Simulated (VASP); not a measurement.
A run of VASP 6.6.1:

The input INCAR:

```
SYSTEM = Mg2Si
PREC = Accurate
ENCUT = 600
EDIFF = 1E-6
ISMEAR = -1
SIGMA = 0.0161
LREAL = .False.
LASPH = .True.
NELM = 120
ALGO = Normal
ISIF = 2
LWAVE = .False.
LCHARG = .False.
GGA = PE
NBANDS = 11
GGA_COMPAT = .False.
```

The input KPOINTS:

```
Automatic mesh
0
Gamma
  7 7 7
  0 0 0
```

Contents of POSCAR:

```
Mg2Si
1.0
    0.0000000000      3.1635950000      3.1635950000
    3.1635950000      0.0000000000      3.1635950000
    3.1635950000      3.1635950000      0.0000000000
Mg Si
2 1
Direct
    0.2500000000      0.2500000000      0.2500000000
    0.7500000000      0.7500000000      0.7500000000
    0.0000000000      0.0000000000      0.0000000000
```

Potentials or basis: VASP PAW PBE potentials, release 64 (Mg, Si).

Run with:

```console
$ cat potpaw_PBE.64/Mg/POTCAR potpaw_PBE.64/Si/POTCAR > POTCAR
$ mpirun -np 1 vasp_std > vasp.out
```

Hardware: 1 thread of Intel(R) Xeon(R) Platinum 8375C CPU @ 2.90GHz (Ice Lake), with other jobs on the host.

Estimate the wall time of this run.

Run time: 16 s on 1 thread of Intel(R) Xeon(R) Platinum 8375C CPU @ 2.90GHz (Ice Lake) (shared host), peak memory 0.2 GiB. Counts: scf iterations 13, k points 20.
